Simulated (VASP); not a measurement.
Set up this calculation in VASP 6.6.1, as the native input.

```yaml
Task: relaxation of cell and atoms
Functional: PBE
Potentials_or_basis: VASP PAW PBE potentials, release 64 (B)
Cutoff: 500 eV
k_mesh: 6 × 6 × 6
Occupations: gaussian, width 0.1 eV
Spin: no spin polarisation
Dipole_correction: no
Further_INCAR_settings: ALGO = Normal; EDIFF = 1e-07; IBRION = 2; EDIFFG = -0.04; NSW = 90; ISIF = 3
```

The structure of B lies in POSCAR:

```
B
1.0
    2.7970008425      1.6148491893      4.0252000000
   -2.7970008425      1.6148491893      4.0252000000
    0.0000000000     -3.2296983787      4.0252000000
B
15
Direct
    0.5000000000      0.5000000000      0.5000000000
    0.8039000000      0.3161000000      0.8039000000
    0.8039000000      0.8039000000      0.3161000000
    0.3161000000      0.8039000000      0.8039000000
    0.1961000000      0.6839000000      0.1961000000
    0.6839000000      0.1961000000      0.1961000000
    0.1961000000      0.1961000000      0.6839000000
    0.0060000000      0.3295000000      0.0060000000
    0.0060000000      0.0060000000      0.3295000000
    0.3295000000      0.0060000000      0.0060000000
    0.9940000000      0.6705000000      0.9940000000
    0.6705000000      0.9940000000      0.9940000000
    0.9940000000      0.9940000000      0.6705000000
    0.6192000000      0.6192000000      0.6192000000
    0.3808000000      0.3808000000      0.3808000000
```

The input as run:

INCAR

```
SYSTEM = B
ALGO = Normal
EDIFF = 1E-7
EDIFFG = -0.04
ENCUT = 500
GGA = PE
GGA_COMPAT = .False.
IBRION = 2
ISIF = 3
ISMEAR = 0
LASPH = .True.
LCHARG = .False.
LREAL = .False.
LWAVE = .False.
NELM = 120
NELMIN = 4
NSW = 90
PREC = Accurate
SIGMA = 0.1
```

KPOINTS

```
k-points
0
Gamma
  6 6 6
  0 0 0
```

Potentials or basis: VASP PAW PBE potentials, release 64 (B).

Launch:

```sh
$ cat potpaw_PBE.64/B/POTCAR > POTCAR
$ mpirun -np 1 vasp_std > vasp.out
```

Results of the run:

```yaml
Relaxed_volume: 7.80 Å³/atom
Relaxed_cell: a = 5.226 Å, b = 5.226 Å, c = 5.226 Å, α = 67.49°, β = 67.49°, γ = 67.49°
Space_group_after_relaxing_to_0.1_Å: R-3m (No. 166)
Energy_gained_by_relaxing: 114.8 meV/atom
Ionic_steps: 9
Pressure_after_relaxing: 0.0 GPa
Largest_force_after_relaxing: 0.030 eV/Å
Band_gap_on_the_k_mesh: zero (an odd number of electrons rules out a gap without spin polarisation)
```

Caveat: an odd number of electrons without spin polarisation forces a metal; a magnetic or distorted state may lie lower.

Wall time 19 min on 1 thread of Intel Xeon 8259CL (shared host), peak memory 0.27 GiB.
